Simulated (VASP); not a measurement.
# Se (R-3) in VASP: notebook

The runs below take Se through single point, with PBEsol.

All numbers are computed with VASP 6.6.1; they aren't measurements. Logs are shortened: lines on timing, memory, paths and dates and some standing lists are left out, and cuts for length are marked.

## (1) The cell of the first run

It takes space group R-3 (No. 148, trigonal). The conventional cell has a = 10.674 Å, b = 10.674 Å, c = 4.454 Å, α = 90.00°, β = 90.00°, γ = 120.00°. Within 3.2 Å of Se (site symmetry 1) lie 5 Se at 2.44 to 3.16 Å.

## (2) Single point, PBEsol (24.41 Å³/atom)

The input, INCAR:

```
SYSTEM = Se
PREC = Accurate
ENCUT = 520
EDIFF = 1E-6
ISMEAR = 0
SIGMA = 0.02
LREAL = .False.
LASPH = .True.
NELM = 60
ALGO = Normal
ISIF = 2
LWAVE = .False.
LCHARG = .False.
GGA = PS
NBANDS = 27
```

The input, KPOINTS:

```
Automatic mesh
0
Gamma
  6 6 6
  0 0 0
```

The input, POSCAR:

```
Se
1.0
    5.3370636524      3.0813551364      1.4845344708
   -5.3370636524      3.0813551364      1.4845344708
    0.0000000000     -6.1627102729      1.4845344705
Se
6
Direct
    0.3081372976      0.1714201738      0.9135039089
    0.9135039089      0.3081372976      0.1714201738
    0.1714201738      0.9135039089      0.3081372976
    0.6918627024      0.8285798262      0.0864960911
    0.0864960911      0.6918627024      0.8285798262
    0.8285798262      0.0864960911      0.6918627024
```

Potentials or basis: VASP PAW PBE potentials, release 64 (Se).

Command:

```
$ cat potpaw_PBE.64/Se/POTCAR > POTCAR
$ mpirun -np 1 vasp_std > vasp.out
```

OUTCAR:

```text
SYSTEM = Se
   PREC = Accurate
   ENCUT = 520
   EDIFF = 1E-6
   ISMEAR = 0
   LREAL = .False.
   LASPH = .True.
   NELM = 60
   ISIF = 2
   GGA = PS

 ion  position               nearest neighbor table
   1  0.308  0.171  0.914-   6 2.44   5 2.44
   2  0.914  0.308  0.171-   6 2.44   4 2.44
   3  0.171  0.914  0.308-   4 2.44   5 2.44
   4  0.692  0.829  0.086-   3 2.44   2 2.44
   5  0.086  0.692  0.829-   3 2.44   1 2.44
   6  0.829  0.086  0.692-   1 2.44   2 2.44

  LATTYP: Found a trigonal (rhomboedric) cell.
 ALAT       =     6.3389936505
 COS(alpha) =    -0.4177319510

  Lattice vectors:

 A1 = (   5.3370636524,   3.0813551364,   1.4845344708)
 A2 = (  -5.3370636524,   3.0813551364,   1.4845344708)
 A3 = (   0.0000000000,  -6.1627102729,   1.4845344705)

Analysis of symmetry for initial positions (statically):
=====================================================================
 Subroutine PRICEL returns:
 Original cell was already a primitive cell.

 Routine SETGRP: Setting up the symmetry group for a
 trigonal (rhombohedral) supercell.

 Subroutine GETGRP returns: Found  6 space group operations
 (whereof  6 operations were pure point group operations)
 out of a pool of 12 trial point group operations.

The static configuration has the point symmetry S_6 .

Analysis of symmetry for dynamics (positions and initial velocities):
=====================================================================
 Subroutine PRICEL returns:
 Original cell was already a primitive cell.

 Routine SETGRP: Setting up the symmetry group for a
 trigonal (rhombohedral) supercell.

 Subroutine GETGRP returns: Found  6 space group operations
 (whereof  6 operations were pure point group operations)
 out of a pool of 12 trial point group operations.

The dynamic configuration has the point symmetry S_6 .

 Subroutine INISYM returns: Found  6 space group operations
 (whereof  6 operations are pure point group operations),
 and found     1 'primitive' translations

----------------------------------------------------------------------------------------

                                     Primitive cell

  volume of cell :     146.4825

  direct lattice vectors                    reciprocal lattice vectors
     5.337063652  3.081355136  1.484534471     0.093684474  0.054088756  0.224537281
    -5.337063652  3.081355136  1.484534471    -0.093684474  0.054088756  0.224537281
     0.000000000 -6.162710273  1.484534471     0.000000000 -0.108177512  0.224537281

  length of vectors
     6.338993651  6.338993651  6.338993651     0.249237567  0.249237567  0.249237567

  position of ions in fractional coordinates (direct lattice)
     0.308137298  0.171420174  0.913503909
     0.913503909  0.308137298  0.171420174
     0.171420174  0.913503909  0.308137298
     0.691862702  0.828579826  0.086496091
     0.086496091  0.691862702  0.828579826
     0.828579826  0.086496091  0.691862702

  ion indices of the primitive-cell ions
   primitive index   ion index
                 1           1
                 2           2
                 3           3
                 4           4
                 5           5
                 6           6

----------------------------------------------------------------------------------------

 KPOINTS: Automatic mesh

Automatic generation of k-mesh.
 Grid dimensions read from file:
 generate k-points for:    6    6    6

 Generating k-lattice:

  Cartesian coordinates                     Fractional coordinates (reciprocal lattice)
     0.015614079  0.009014793  0.037422880     0.166666667  0.000000000 -0.000000000
    -0.015614079  0.009014793  0.037422880     0.000000000  0.166666667 -0.000000000
     0.000000000 -0.018029585  0.037422880    -0.000000000 -0.000000000  0.166666667

  Length of vectors
     0.041539594  0.041539594  0.041539594

  Shift w.r.t. Gamma in fractional coordinates (k-lattice)
     0.000000000  0.000000000  0.000000000

 Subroutine IBZKPT returns following result:
 ===========================================

 Found     40 irreducible k-points:

 Following reciprocal coordinates:
            Coordinates               Weight
  0.000000  0.000000  0.000000      1.000000
  0.166667 -0.000000 -0.000000      6.000000
  0.333333 -0.000000 -0.000000      6.000000
  0.500000  0.000000 -0.000000      3.000000
  0.166667  0.166667 -0.000000      6.000000
  0.333333  0.166667 -0.000000      6.000000
[... 16 lines left out ...]
  0.333333  0.333333  0.166667      6.000000
  0.500000  0.333333  0.166667      6.000000
 [... further k-points ...]
   k-points           NKPTS =     40   k-points in BZ     NKDIM =     40   number of bands    NBANDS=     27
   number of dos      NEDOS =    301   number of ions     NIONS =      6
   total plane-waves  NPLWV = 110592
   dimension x,y,z NGX =    48 NGY =   48 NGZ =   48
   dimension x,y,z NGXF=    96 NGYF=   96 NGZF=   96
   ions per type =               6
   NGX,Y,Z   is equivalent  to a cutoff of  12.59, 12.59, 12.59 a.u.
   NGXF,Y,Z  is equivalent  to a cutoff of  25.18, 25.18, 25.18 a.u.
 SYSTEM =  Se
   PREC   = accura    normal or accurate (medium, high low for compatibility)
   ISTART =      0    job   : 0-new  1-cont  2-samecut
   ICHARG =      2    charge: 1-file 2-atom 10-const
   ISPIN  =      1    spin polarized calculation?
   LNONCOLLINEAR =      F non collinear calculations
   LSORBIT =      F    spin-orbit coupling
   LASPH  =      T    aspherical Exc in radial PAW
   ENCUT  =  520.0 eV  38.22 Ry    6.18 a.u.  11.79 11.79 11.79*2*pi/ulx,y,z
   NELM   =     60;   NELMIN=  2; NELMDL= -5     # of ELM steps
   EDIFF  = 0.1E-05   stopping-criterion for ELM
   LREAL  =      F    real-space projection
   EDIFFG = 0.1E-04   stopping-criterion for IOM
   NSW    =      0    number of steps for IOM
   IBRION =     -1    ionic relax: 0-MD 1-quasi-New 2-CG
   NFREE  =      0    steps in history (QN), initial steepest desc. (CG)
   ISIF   =      2    stress and relaxation
   ISYM   =      2    0-nonsym 1-usesym 2-fastsym
   POTIM  = 0.5000    time-step for ionic-motion
   TEBEG  =    0.0;   TEEND  =   0.0 temperature during run
   PSTRESS=    0.0 pullay stress
   NELECT =      36.0000    total number of electrons
   NUPDOWN=      -1.0000    fix difference up-down
   EMIN   =  10.00;   EMAX   =-10.00  energy-range for DOS
   EFERMI =   0.00;   METHOD = LEGACY
   ISMEAR =     0;   SIGMA  =   0.02  broadening in eV -4-tet -1-fermi 0-gaus
   EFERMI_NEDOS =   21; number of points for ismear=-14 and -15
   IALGO  =     38    algorithm
   IMIX   =      4    mixing-type and parameters
     AMIX     =   0.40;   BMIX     =  1.00
     AMIX_MAG =   1.60;   BMIX_MAG =  1.00
  volume/ion in A,a.u.               =      24.41       164.75
  Fermi-wavevector in a.u.,A,eV,Ry     =   1.025448  1.937816 14.307128  1.051544
  Thomas-Fermi vector in A             =   2.159289
   LORBIT       =      0    0 simple, 1 ext, 2 COOP (PROOUT), +10 PAW based schemes
   GGA     = PS    functional components
   LHFCALC =     F    Hartree Fock is set to
   AEXX    =    0.0000 exact exchange contribution
   IVDW    =     0    specifies the selected vdW correction
   LEPSILON=     F    determine dielectric tensor
   LRPA    =     F    only Hartree local field effects (RPA)
 non-spin polarized calculation
 Gauss-broadening in eV      SIGMA  =   0.02
  energy-cutoff  :      520.00
  volume of cell :      146.48
 maximum number of plane-waves:      3959
   NGX = 23   NGY = 23   NGZ = 23

 number of electron      35.9999998 magnetization

 Free energy of the ion-electron system (eV)
  ---------------------------------------------------
  ext. energy  EPLUGINS =         0.00000000
  ---------------------------------------------------
  free energy    TOTEN  =       -22.90913051 eV

  energy without entropy =      -22.90913051  energy(sigma->0) =      -22.90913051

 E-fermi :   3.5098     XC(G=0):  -9.5803

 val. band max:        3.3968359281   @ k =   0.5000   0.0000  -0.0000
 cond. band min:       4.2827366609   @ k =  -0.1667   0.1667   0.1667
 fundamental gap:      0.8859007328
 Fermi energy:         3.5098365849

 k-point     1 :       0.0000    0.0000    0.0000
  band No.  band energies     occupation
      1     -12.6040      2.00000
      2     -10.2268      2.00000
      3     -10.2268      2.00000
      4      -8.6660      2.00000
      5      -8.6660      2.00000
      6      -7.8058      2.00000
[... 19 lines left out ...]
     26       9.3008      0.00000
     27      10.0684      0.00000

 k-point     2 :       0.1667   -0.0000   -0.0000
  band No.  band energies     occupation
      1     -12.4783      2.00000
      2     -10.3923      2.00000
      3     -10.2682      2.00000
      4      -8.7661      2.00000
      5      -8.4797      2.00000
      6      -7.7089      2.00000
[... 19 lines left out ...]
     26       9.7120      0.00000
     27       9.9098      0.00000

 k-point     3 :       0.3333   -0.0000   -0.0000
  band No.  band energies     occupation
      1     -12.1575      2.00000
      2     -10.7383      2.00000
      3     -10.3596      2.00000
      4      -8.8942      2.00000
      5      -8.1280      2.00000
      6      -7.6638      2.00000
[... 19 lines left out ...]
     26      10.3339      0.00000
     27      10.5142      0.00000

 k-point     4 :       0.5000    0.0000   -0.0000
  band No.  band energies     occupation
      1     -11.9181      2.00000
      2     -10.9749      2.00000
      3     -10.4084      2.00000
      4      -8.9396      2.00000
      5      -7.9115      2.00000
      6      -7.7364      2.00000
[... 19 lines left out ...]
     26      10.8811      0.00000
     27      11.1697      0.00000
[... 516 lines left out ...]
      4      -8.8664      2.00000
      5      -8.4997      2.00000
      6      -7.3324      2.00000
[... 19 lines left out ...]
     26       9.3161      0.00000
     27      10.0192      0.00000

 k-point    23 :       0.3333    0.3333    0.1667
  band No.  band energies     occupation
      1     -11.6905      2.00000
      2     -11.3689      2.00000
      3     -10.9586      2.00000
      4      -8.5304      2.00000
      5      -8.0352      2.00000
      6      -7.3179      2.00000
[... 19 lines left out ...]
     26       8.7129      0.00000
     27       8.9818      0.00000

 k-point    24 :       0.5000    0.3333    0.1667
  band No.  band energies     occupation
      1     -11.8969      2.00000
      2     -11.3059      2.00000
      3     -10.8090      2.00000
      4      -8.8195      2.00000
      5      -8.1028      2.00000
      6      -6.9028      2.00000
[... 19 lines left out ...]
     26       8.8900      0.00000
     27       9.5124      0.00000

 [... further k-points ...]
[... 5 lines left out ...]
  --------------------------------------------------------------------------------------
  -------------------------------------------------------------------------------------
  Total        0.6491107      0.6491107      0.5385640      0.0000009      0.0000000      0.0000000
  in kB        7.0997597      7.0997597      5.8906365      0.0000098      0.0000000      0.0000000
  external PRESSURE =       6.6967186 kB  Pullay stress =       0.0000000 kB

 VOLUME and BASIS-vectors are now :
 -----------------------------------------------------------------------------
  energy-cutoff  :      520.00
  volume of cell :      146.48
      direct lattice vectors                 reciprocal lattice vectors
     5.337063652  3.081355136  1.484534471     0.093684474  0.054088756  0.224537281
    -5.337063652  3.081355136  1.484534471    -0.093684474  0.054088756  0.224537281
     0.000000000 -6.162710273  1.484534471     0.000000000 -0.108177512  0.224537281

 POSITION                                       TOTAL-FORCE (eV/Angst)
 -----------------------------------------------------------------------------------
      0.72967     -4.15197      2.06805         0.004183      0.020186      0.026592
      3.23088      2.70790      2.06805        -0.019573     -0.006470      0.026592
     -3.96055      1.44408      2.06805         0.015389     -0.013716      0.026592
     -0.72967      4.15197      2.38556        -0.004183     -0.020186     -0.026592
     -3.23088     -2.70790      2.38556         0.019573      0.006470     -0.026592
      3.96055     -1.44408      2.38556        -0.015389      0.013716     -0.026592
 -----------------------------------------------------------------------------------
    total drift:                               -0.000000      0.000000     -0.000000

  FREE ENERGIE OF THE ION-ELECTRON SYSTEM (eV)
  ---------------------------------------------------
  free  energy   TOTEN  =       -22.9091305061 eV

  energy  without entropy=      -22.9091305061  energy(sigma->0) =      -22.90913051
```

Run time: 3.4 min. Hardware: 1 thread of Oxide Virtual Turin-like, shared host; peak memory 0.32 GiB.

What came out:

| Quantity | Value |
| --- | --- |
| Free energy | -22.9091 eV |
| Pressure | 0.7 GPa |
| Largest force | 0.034 eV/Å |
| Band gap on the k mesh | 0.89 eV (least direct gap 1.01 eV) |

Forces on the atoms (eV/Å):
```
Se   0.004  0.020  0.027
Se  -0.020 -0.006  0.027
Se   0.015 -0.014  0.027
Se  -0.004 -0.020 -0.027
Se   0.020  0.006 -0.027
Se  -0.015  0.014 -0.027
```

Caveat: the PAW data sets were made with another functional, which shifts forces and pressure a little.

## (3) Single point, PBEsol (25.92 Å³/atom)

This run uses another cell than the first one, of 25.92 Å³/atom.

The input, INCAR:

```
ALGO = Normal
EDIFF = 1E-7
ENCUT = 520
GGA = PS
ISIF = 2
ISMEAR = 0
LASPH = True
LCHARG = False
LREAL = False
LWAVE = False
NBANDS = 27
NELM = 80
PREC = Accurate
SIGMA = 0.02
```

The input, KPOINTS:

```
k-points
0
Gamma
  6 6 6
```

The input, POSCAR:

```
Se
1.0
    5.3619963066      3.0957500110      1.5617356375
   -5.3619963066      3.0957500110      1.5617356375
    0.0000000000     -6.1915000221      1.5617356373
Se
6
Direct
    0.2970100914      0.1631629356      0.9046600314
    0.9046600314      0.2970100914      0.1631629356
    0.1631629356      0.9046600314      0.2970100914
    0.7029899086      0.8368370644      0.0953399686
    0.0953399686      0.7029899086      0.8368370644
    0.8368370644      0.0953399686      0.7029899086
```

Potentials or basis: VASP PAW PBE potentials, release 64 (Se).

Command:

```
$ cat potpaw_PBE.64/Se/POTCAR > POTCAR
$ mpirun -np 1 vasp_std > vasp.out
```

It took 3.8 min on 1 thread of Oxide Virtual Turin-like, shared host; peak memory 0.34 GiB.

It converged, with:

```yaml
Free_energy: -22.9108 eV
Pressure: -0.2 GPa
Largest_force: 0.036 eV/Å
Band_gap_on_the_k_mesh: 1.07 eV (least direct gap 1.21 eV)
```

Forces on the atoms (eV/Å):
```
Se   0.006  0.020  0.030
Se  -0.020 -0.005  0.030
Se   0.014 -0.015  0.030
Se  -0.006 -0.020 -0.030
Se   0.020  0.005 -0.030
Se  -0.014  0.015 -0.030
```

Levels at points of the mesh, in eV from the valence-band top:
```tsv
k point	band 15	band 16	band 17	band 18	band 19	band 20	band 21	band 22
(0.00, 0.00, 0.00)	-0.97	-0.97	-0.47	-0.47	2.10	2.10	2.39	2.61
(0.50, 0.00, 0.00)	-1.27	-0.86	-0.29	0.00	1.58	1.72	2.62	2.76
(0.50, 0.50, 0.00)	-1.50	-1.43	-1.09	-0.06	1.21	1.56	1.98	2.71
(0.50, 0.50, 0.50)	-1.68	-1.11	-1.11	-0.64	1.55	1.55	1.63	3.51
```

Caveat: this functional lacks dispersion, which holds the molecules together, so the pressure and a relaxed volume are unreliable; the PAW data sets were made with another functional, which shifts forces and pressure a little.
